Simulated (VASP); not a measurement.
# Mn (P6_3/mmc) in VASP: single point with LDA

Aim: the single point of Mn with LDA.

Everything below comes from runs of VASP 6.6.1. Logs are shortened: lines on timing, memory, paths and dates and some standing lists are left out, and cuts for length are marked.

### Step 1. The cell of the first run

Symmetry: P6_3/mmc, No. 194, hexagonal system. Conventional cell: a = 2.433 Å, b = 2.433 Å, c = 7.838 Å, α = 90.00°, β = 90.00°, γ = 120.00°. Within 3.2 Å of Mn (site symmetry -3m) lie 12 Mn at 2.41 to 2.43 Å. Mn (site symmetry -6m2) has 12 Mn at 2.41 to 2.43 Å within 3.2 Å.

This isn't the form of Mn at room conditions, which is a 58-atom cubic cell.

### Step 2. Single point, LDA, collinear spin, ferromagnetic start (10.04 Å³/atom)

File INCAR:

```
  PREC = Accurate
  ENCUT = 520
  EDIFF = 1E-7
  ISMEAR = -1
  SIGMA = 0.05
  LREAL = F
  LASPH = T
  NELM = 150
  ALGO = Normal
  ISIF = 2
  LWAVE = F
  LCHARG = F
  ISPIN = 2
  MAGMOM = 3 3 3 3
  LORBIT = 11
  LMAXMIX = 4
  GGA = CA
  NBANDS = 38
```

File KPOINTS:

```
Automatic mesh
0
Gamma
  17 17 5
```

File POSCAR:

```
Mn
1.0
    2.4327818462      0.0000000000      0.0000000000
   -1.2163909231      2.1068508807      0.0000000000
    0.0000000000      0.0000000000      7.8384819158
Mn
4
Direct
    1.0000000000      1.0000000000      1.0000000000
    1.0000000000      0.0000000000      0.5000000000
    0.3333333333      0.6666666667      0.2500000000
    0.6666666667      0.3333333333      0.7500000000
```

Potentials or basis: VASP PAW LDA potentials, release 64 (Mn_pv).

Launch:

```console
> cat potpaw_LDA.64/Mn_pv/POTCAR > POTCAR
> mpirun -np 1 vasp_std > vasp.out
```

OUTCAR:

```text
PREC = Accurate
   ENCUT = 520
   EDIFF = 1E-7
   ISMEAR = -1
   LREAL = F
   LASPH = T
   NELM = 150
   ISIF = 2
   ISPIN = 2
   LORBIT = 11
   GGA = CA

 ion  position               nearest neighbor table
   1  0.000  0.000  0.000-   3 2.41   4 2.41   4 2.41   3 2.41   4 2.41   3 2.41
   2  0.000  0.000  0.500-   3 2.41   4 2.41   4 2.41   3 2.41   4 2.41   3 2.41
   3  0.333  0.667  0.250-   1 2.41   2 2.41   1 2.41   2 2.41   1 2.41   2 2.41
   4  0.667  0.333  0.750-   1 2.41   2 2.41   1 2.41   2 2.41   1 2.41   2 2.41

  LATTYP: Found a hexagonal cell.
 ALAT       =     2.4327818462
 C/A-ratio  =     3.2220241729

  Lattice vectors:

 A1 = (   2.4327818462,   0.0000000000,   0.0000000000)
 A2 = (  -1.2163909231,   2.1068508807,   0.0000000000)
 A3 = (   0.0000000000,   0.0000000000,   7.8384819158)

Analysis of symmetry for initial positions (statically):
=====================================================================
 Subroutine PRICEL returns:
 Original cell was already a primitive cell.

 Routine SETGRP: Setting up the symmetry group for a
 hexagonal supercell.

 Subroutine GETGRP returns: Found 24 space group operations
 (whereof 12 operations were pure point group operations)
 out of a pool of 24 trial point group operations.

The static configuration has the point symmetry D_3d.
 The point group associated with its full space group is D_6h.

Analysis of symmetry for dynamics (positions and initial velocities):
=====================================================================
 Subroutine PRICEL returns:
 Original cell was already a primitive cell.

 Routine SETGRP: Setting up the symmetry group for a
 hexagonal supercell.

 Subroutine GETGRP returns: Found 24 space group operations
 (whereof 12 operations were pure point group operations)
 out of a pool of 24 trial point group operations.

The dynamic configuration has the point symmetry D_3d.
 The point group associated with its full space group is D_6h.

Analysis of structural, dynamic, and magnetic symmetry:
=====================================================================
 Subroutine PRICEL returns:
 Original cell was already a primitive cell.

 Routine SETGRP: Setting up the symmetry group for a
 hexagonal supercell.

 Subroutine GETGRP returns: Found 24 space group operations
 (whereof 12 operations were pure point group operations)
 out of a pool of 24 trial point group operations.

The overall configuration has the point symmetry D_3d.
 The point group associated with its full space group is D_6h.

 Subroutine INISYM returns: Found 24 space group operations
 (whereof 12 operations are pure point group operations),
 and found     1 'primitive' translations

----------------------------------------------------------------------------------------

                                     Primitive cell

  volume of cell :      40.1762

  direct lattice vectors                    reciprocal lattice vectors
     2.432781846  0.000000000  0.000000000     0.411052064  0.237321020  0.000000000
    -1.216390923  2.106850881  0.000000000     0.000000000  0.474642040  0.000000000
     0.000000000  0.000000000  7.838481916     0.000000000  0.000000000  0.127575723

  length of vectors
     2.432781846  2.432781846  7.838481916     0.474642040  0.474642040  0.127575723

  position of ions in fractional coordinates (direct lattice)
     0.000000000  0.000000000  0.000000000
     0.000000000  0.000000000  0.500000000
     0.333333333  0.666666667  0.250000000
     0.666666667  0.333333333  0.750000000

  ion indices of the primitive-cell ions
   primitive index   ion index
                 1           1
                 2           2
                 3           3
                 4           4

----------------------------------------------------------------------------------------

 KPOINTS: Automatic mesh

Automatic generation of k-mesh.
 Grid dimensions read from file:
 generate k-points for:   17   17    5

 Generating k-lattice:

  Cartesian coordinates                     Fractional coordinates (reciprocal lattice)
     0.024179533  0.013960060  0.000000000     0.058823529  0.000000000  0.000000000
     0.000000000  0.027920120  0.000000000     0.000000000  0.058823529  0.000000000
     0.000000000  0.000000000  0.025515145     0.000000000  0.000000000  0.200000000

  Length of vectors
     0.027920120  0.027920120  0.025515145

  Shift w.r.t. Gamma in fractional coordinates (k-lattice)
     0.000000000  0.000000000  0.000000000

 Subroutine IBZKPT returns following result:
 ===========================================

 Found     99 irreducible k-points:

 Following reciprocal coordinates:
            Coordinates               Weight
  0.000000  0.000000  0.000000      1.000000
  0.058824 -0.000000  0.000000      6.000000
  0.117647 -0.000000  0.000000      6.000000
  0.176471 -0.000000  0.000000      6.000000
  0.235294 -0.000000  0.000000      6.000000
  0.294118 -0.000000  0.000000      6.000000
[... 16 lines left out ...]
  0.411765  0.117647  0.000000     12.000000
  0.176471  0.176471  0.000000      6.000000
 [... further k-points ...]
   k-points           NKPTS =     99   k-points in BZ     NKDIM =     99   number of bands    NBANDS=     38
   number of dos      NEDOS =    301   number of ions     NIONS =      4
   total plane-waves  NPLWV =  19440
   dimension x,y,z NGX =    18 NGY =   18 NGZ =   60
   dimension x,y,z NGXF=    36 NGYF=   36 NGZF=  120
   ions per type =               4
   NGX,Y,Z   is equivalent  to a cutoff of  12.30, 12.30, 12.73 a.u.
   NGXF,Y,Z  is equivalent  to a cutoff of  24.60, 24.60, 25.45 a.u.
 SYSTEM =  unknown system
   PREC   = accura    normal or accurate (medium, high low for compatibility)
   ISTART =      0    job   : 0-new  1-cont  2-samecut
   ICHARG =      2    charge: 1-file 2-atom 10-const
   ISPIN  =      2    spin polarized calculation?
   LNONCOLLINEAR =      F non collinear calculations
   LSORBIT =      F    spin-orbit coupling
   LASPH  =      T    aspherical Exc in radial PAW
   ENCUT  =  520.0 eV  38.22 Ry    6.18 a.u.   4.52  4.52 14.57*2*pi/ulx,y,z
   NELM   =    150;   NELMIN=  2; NELMDL= -5     # of ELM steps
   EDIFF  = 0.1E-06   stopping-criterion for ELM
   LREAL  =      F    real-space projection
   EDIFFG = 0.1E-05   stopping-criterion for IOM
   NSW    =      0    number of steps for IOM
   IBRION =     -1    ionic relax: 0-MD 1-quasi-New 2-CG
   NFREE  =      0    steps in history (QN), initial steepest desc. (CG)
   ISIF   =      2    stress and relaxation
   ISYM   =      2    0-nonsym 1-usesym 2-fastsym
   POTIM  = 0.5000    time-step for ionic-motion
   TEBEG  =    0.0;   TEEND  =   0.0 temperature during run
   PSTRESS=    0.0 pullay stress
   NELECT =      52.0000    total number of electrons
   NUPDOWN=      -1.0000    fix difference up-down
   EMIN   =  10.00;   EMAX   =-10.00  energy-range for DOS
   EFERMI =   0.00;   METHOD = LEGACY
   ISMEAR =    -1;   SIGMA  =   0.05  broadening in eV -4-tet -1-fermi 0-gaus
   EFERMI_NEDOS =   21; number of points for ismear=-14 and -15
   IALGO  =     38    algorithm
   IMIX   =      4    mixing-type and parameters
     AMIX     =   0.40;   BMIX     =  1.00
     AMIX_MAG =   1.60;   BMIX_MAG =  1.00
  volume/ion in A,a.u.               =      10.04        67.78
  Fermi-wavevector in a.u.,A,eV,Ry     =   1.784102  3.371464 43.307607  3.183019
  Thomas-Fermi vector in A             =   2.848156
   LORBIT       =     11    0 simple, 1 ext, 2 COOP (PROOUT), +10 PAW based schemes
   GGA     = CA    functional components
   LHFCALC =     F    Hartree Fock is set to
   AEXX    =    0.0000 exact exchange contribution
   IVDW    =     0    specifies the selected vdW correction
   LEPSILON=     F    determine dielectric tensor
   LRPA    =     F    only Hartree local field effects (RPA)
 spin polarized calculation
  energy-cutoff  :      520.00
  volume of cell :       40.18
 maximum number of plane-waves:      1109
 NGX is ok and might be reduce to    18
   NGX =  9   NGY =  9   NGZ = 29

 number of electron      52.0000007 magnetization      -0.0004251

 number of electron      52.0000007 magnetization       0.0001088

 Free energy of the ion-electron system (eV)
  ---------------------------------------------------
  ext. energy  EPLUGINS =         0.00000000
  ---------------------------------------------------
  free energy    TOTEN  =       -40.62071496 eV

  energy without entropy =      -40.58415392  energy(sigma->0) =      -40.60243444

 E-fermi :  11.2237     XC(G=0): -14.7874

 val. band max:       11.2193698896   @ k =   0.1765   0.0588   0.2000
 cond. band min:      11.2247229634   @ k =   0.2941   0.0588   0.0000
 fundamental gap:      0.0053530737
 Fermi energy:        11.2237342449

 spin component 1

 k-point     1 :       0.0000    0.0000    0.0000
  band No.  band energies     occupation
      1     -36.8551      1.00000
      2     -36.4029      1.00000
      3     -36.3211      1.00000
      4     -35.9909      1.00000
      5     -35.9909      1.00000
      6     -35.9283      1.00000
[... 30 lines left out ...]
     37      21.3432      0.00000
     38      28.7986      0.00000
[... 941 lines left out ...]
     37      21.5551      0.00000
     38      26.0134      0.00000

 [... further k-points ...]

 spin component 2

 k-point     1 :       0.0000    0.0000    0.0000
  band No.  band energies     occupation
      1     -36.8551      1.00000
      2     -36.4029      1.00000
      3     -36.3210      1.00000
      4     -35.9908      1.00000
      5     -35.9908      1.00000
      6     -35.9281      1.00000
[... 30 lines left out ...]
     37      21.3432      0.00000
     38      28.7986      0.00000
[... 941 lines left out ...]
     37      21.5551      0.00000
     38      26.0134      0.00000

 [... further k-points ...]

------------------------ aborting loop because EDIFF is reached ----------------------------------------

  FORCE on cell =-STRESS in cart. coord.  units (eV):
  Direction    XX          YY          ZZ          XY          YZ          ZX
  --------------------------------------------------------------------------------------
  -------------------------------------------------------------------------------------
  Total        0.1017141      0.1017141      0.0499904     -0.0000000     -0.0000000     -0.0000000
  in kB        4.0562304      4.0562304      1.9935557     -0.0000000     -0.0000000     -0.0000000
  external PRESSURE =       3.3686722 kB  Pullay stress =       0.0000000 kB

 VOLUME and BASIS-vectors are now :
 -----------------------------------------------------------------------------
  energy-cutoff  :      520.00
  volume of cell :       40.18
      direct lattice vectors                 reciprocal lattice vectors
     2.432781846  0.000000000  0.000000000     0.411052064  0.237321020  0.000000000
    -1.216390923  2.106850881  0.000000000     0.000000000  0.474642040  0.000000000
     0.000000000  0.000000000  7.838481916     0.000000000  0.000000000  0.127575723

 POSITION                                       TOTAL-FORCE (eV/Angst)
 -----------------------------------------------------------------------------------
      0.00000      0.00000      0.00000        -0.000000      0.000000     -0.000000
      0.00000      0.00000      3.91924        -0.000000      0.000000     -0.000000
     -0.00000      1.40457      1.95962        -0.000000      0.000000      0.000000
      1.21639      0.70228      5.87886         0.000000      0.000000     -0.000000
 -----------------------------------------------------------------------------------
    total drift:                                0.000000     -0.000000      0.000000

  FREE ENERGIE OF THE ION-ELECTRON SYSTEM (eV)
  ---------------------------------------------------
  free  energy   TOTEN  =       -40.6207149640 eV

  energy  without entropy=      -40.5841539206  energy(sigma->0) =      -40.60243444

 total charge

# of ion       s       p       d       tot
------------------------------------------
    1        0.454   6.441   5.251  12.147
    2        0.454   6.441   5.251  12.147
    3        0.455   6.442   5.238  12.135
    4        0.455   6.442   5.238  12.135
--------------------------------------------------
tot          1.819  25.766  20.979  48.564

 magnetization (x)

# of ion       s       p       d       tot
------------------------------------------
    1        0.000   0.000   0.000   0.000
    2        0.000   0.000   0.000   0.000
    3       -0.000  -0.000  -0.000  -0.000
    4       -0.000  -0.000  -0.000  -0.000
--------------------------------------------------
tot          0.000   0.000   0.000   0.000
```

It took 2.7 min on 1 thread of Intel Xeon Platinum 8488C (Sapphire Rapids), shared host; peak memory 0.29 GiB.

Results:

```
Free energy                                           : -40.6207 eV
Pressure                                              : 0.3 GPa
Band gap on the k mesh                                : zero (filled and empty bands overlap)
Net moment                                            : 0.00 μB per cell
Valence electrons inside the program's atomic spheres : Mn 12.15, 12.13 (each value once)
```

Levels at points of the mesh, in eV from the Fermi level:
Spin up:
```csv
k point,band 22,band 23,band 24,band 25,band 26,band 27,band 28,band 29,band 30,band 31
"(0.00, 0.00, 0.00)",-1.31,-1.10,-0.86,-0.86,-0.78,-0.78,0.24,0.24,0.75,0.75
```
Spin down:
```csv
k point,band 22,band 23,band 24,band 25,band 26,band 27,band 28,band 29,band 30,band 31
"(0.00, 0.00, 0.00)",-1.31,-1.10,-0.86,-0.86,-0.78,-0.78,0.24,0.24,0.74,0.74
```

Caveat: the moments typed at the start vanished in this run.
